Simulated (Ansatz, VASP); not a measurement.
**Pb in VASP and in Ansatz**

```xyz
1
Lattice="0.0000 2.4698 2.4698 2.4698 0.0000 2.4698 2.4698 2.4698 0.0000" Properties=species:S:1:pos:R:3 pbc="T T T"
Pb    0.0000    0.0000    0.0000
```

Alike in both runs: task single point; functional PBE; k mesh 13 × 13 × 13; occupations fermi-dirac, width 0.15 eV; no spin polarisation.

```csv
,VASP,Ansatz
version,VASP 6.6.1,Ansatz 0.2.0
potentials or method,"VASP PAW PBE potentials, release 64 (Pb_d), cutoff 500 eV","all-electron LAPW, scalar-relativistic"
```

```csv
,VASP,Ansatz,Ansatz less VASP
pressure (GPa),2.8,2.8,+0.07
```

Ansatz ran all-electron here, and VASP with PAW potentials.

Neither program's run includes spin-orbit coupling.
